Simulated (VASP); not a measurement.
Here is a VASP 6.6.1 calculation.

POSCAR

```
W
1.0
    1.5385881526     -4.9660156227      0.0000000000
    1.5385881526      4.9660156227      0.0000000000
    0.0000000000      0.0000000000      4.3837029356
W
4
Direct
    0.1327808975      0.8672191025      0.9999928409
    0.6327808975      0.3672191025      0.5000071591
    0.8672191025      0.1327808975      0.0000071591
    0.3672191025      0.6327808975      0.4999928409
```

File INCAR.step1:

```
SYSTEM = W
  PREC = Accurate
  ENCUT = 520
  ISMEAR = 0
  SIGMA = 0.1
  LREAL = .False.
  LASPH = .True.
  NELM = 80
  NBANDS = 36
  GGA = PE
  ALGO = Normal
  EDIFF = 1E-4
  LWAVE = .True.
  LCHARG = .False.
```

Contents of INCAR.step2:

```
SYSTEM = W
  PREC = Accurate
  ENCUT = 520
  EDIFF = 1E-7
  ISMEAR = 0
  SIGMA = 0.1
  LREAL = .False.
  LASPH = .True.
  NELM = 80
  ALGO = Normal
  ISIF = 2
  LWAVE = .False.
  LCHARG = .True.
  METAGGA = R2SCAN
  LMIXTAU = .True.
  LELF = .True.
  LVHAR = .True.
  NBANDS = 36
  ISTART = 1
```

Contents of KPOINTS:

```
regular mesh
0
Gamma
  6 6 4
  0 0 0
```

Potentials or basis: VASP PAW PBE potentials, release 64 (W_sv).

Run with:

```console
$ cat potpaw_PBE.64/W_sv/POTCAR > POTCAR
$ cp INCAR.step1 INCAR
$ mpirun -np 1 vasp_std > vasp.out
$ cp INCAR.step2 INCAR
$ mpirun -np 1 vasp_std > vasp.out
```

Problem. What does it give for the band gap on the k mesh?

Solution. Zero (bands 28 and 29 overlap by 1.77 eV).

Problem. What does it give for the pressure?

Solution. 1.3 GPa.

Forces on the atoms (eV/Å):
```
W    0.000  0.004  0.001
W    0.000  0.004 -0.001
W    0.000 -0.004 -0.001
W    0.000 -0.004  0.001
```

Caveat: the PAW data sets were made with another functional, which shifts forces and pressure a little; spin-orbit coupling is left out, which moves the levels of the heavy elements.
